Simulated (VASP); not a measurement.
Runs of VASP 6.6.1 on OsBr. The structure is that of space group Pm-3m (No. 221), or close to it. The cells are those of the table. 

| task | spin | cell | k mesh | cutoff (eV) | gap on the mesh (eV) | pressure (GPa) | moment (μB) |
| --- | --- | --- | --- | --- | --- | --- | --- |
| single point | collinear, ferromagnetic start | a = 3.209 Å, 2 atoms | 6 × 6 × 6 | 520 | none | 0.3 | 0.00 |
| single point | collinear, ferromagnetic start | a = 3.533 Å, 2 atoms | 6 × 6 × 6 | 520 | none | -19.1 | (a) |
| relaxation of cell and atoms | collinear, ferromagnetic start | relaxed from a = 3.533 Å, 2 atoms | 6 × 6 × 6 | 600 | none | -0.2 | 0.00 |
| single point | off | a = 3.216 Å, 2 atoms | 18 × 18 × 18 | 520 | none | 0.2 | - |

Alike in all rows: level PBE; potentials or basis VASP PAW PBE potentials, release 64 (Os, Br); smearing gaussian 0.1 eV.

**Question.** Estimate the missing entries.

**Answer.** (a) 0.68.

Caveats: spin-orbit coupling is left out, which moves the levels of the heavy elements; an odd number of electrons without spin polarisation forces a metal (some runs); a magnetic or distorted state may lie lower (some runs).

A k mesh can miss the band edges, and the runs leave out spin-orbit coupling on Br, Os.

A gap of «none» marks levels without a gap at the run's occupations.
